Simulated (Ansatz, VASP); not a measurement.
Two plane-wave programs on WSe2

File INCAR:

```
PREC = Accurate ; ENCUT = 520
EDIFF = 1E-6 ; ISMEAR = 0
SIGMA = 0.05 ; LREAL = False
LASPH = True ; NELM = 60
ALGO = Normal ; ISIF = 2
LWAVE = False ; LCHARG = True
GGA = PS ; IVDW = 12
LELF = True ; LVHAR = True
NBANDS = 35
```

KPOINTS

```
regular mesh
0
Gamma
  12 12 4
```

File POSCAR:

```
WSe2
1.0
    3.4102861841      0.0000000000      0.0000000000
   -1.7051430920      2.9533944696      0.0000000000
    0.0000000000      0.0000000000     11.1397448295
W Se
2 4
Direct
    0.3333333333      0.6666666667      0.2500000000
    0.6666666667      0.3333333333      0.7500000000
    0.3333333333      0.6666666667      0.6145805872
    0.6666666667      0.3333333333      0.1145805872
    0.3333333333      0.6666666667      0.8854194128
    0.6666666667      0.3333333333      0.3854194128
```

Input for Ansatz:

```yaml
crystal:
  lattice:
    - [3.4102861841, 0.0, 0.0]
    - [-1.705143092, 2.9533944696, 0.0]
    - [0.0, 0.0, 11.1397448295]
  atoms:
    - { symbol: W, position: [0.3333333333, 0.6666666667, 0.25] }
    - { symbol: W, position: [0.6666666667, 0.3333333333, 0.75] }
    - { symbol: Se, position: [0.3333333333, 0.6666666667, 0.6145805872] }
    - { symbol: Se, position: [0.6666666667, 0.3333333333, 0.1145805872] }
    - { symbol: Se, position: [0.3333333333, 0.6666666667, 0.8854194128] }
    - { symbol: Se, position: [0.6666666667, 0.3333333333, 0.3854194128] }
basis:
  ecutwfc: 420
kpoints:
  mp_grid: { grid: [12, 12, 4] }
hamiltonian:
  xc: pbesol
  dispersion: d3bj
scf:
  occupations: { method: gaussian, width: 0.05 }
output:
  forces: true
  stress: true
  eigenvalues: true
```

Alike in both runs: task single point; functional PBEsol; dispersion D3(BJ); k mesh 12 × 12 × 4; occupations gaussian, width 0.05 eV; no spin polarisation.

```csv
,VASP,Ansatz
version,VASP 6.6.1,Ansatz 0.2.0
potentials or method,"VASP PAW PBE potentials, release 64 (W_sv, Se), cutoff 520 eV","scalar-relativistic, plane waves, PAW"
valence electrons in the cell,52,92
```

Ansatz gave:

| Item | Value |
| --- | --- |
| gap on the k mesh at the Fermi level (eV) | none |
| pressure (GPa) | 4.4 |
| traceless stress, the component that is largest in VASP (GPa) | 18.48 |
| rms of the force components (eV/Å) | 0.756 |

Problem. Estimate VASP's values.

Solution. gap on the k mesh at the Fermi level (eV): none; pressure (GPa): 5.0; traceless stress, the component that is largest in VASP (GPa): 18.57; rms of the force components (eV/Å): 0.790.

VASP's potentials were made for PBE, not for PBEsol. Atom by atom the forces differ by 0.034 eV/Å (rms over components). A gap of «none» marks a metal or a gap that the smearing closes. VASP's potentials hold 52 valence electrons a cell and Ansatz's 92, so a difference there can come from the potentials and not from the codes.

Neither program's run includes spin-orbit coupling.
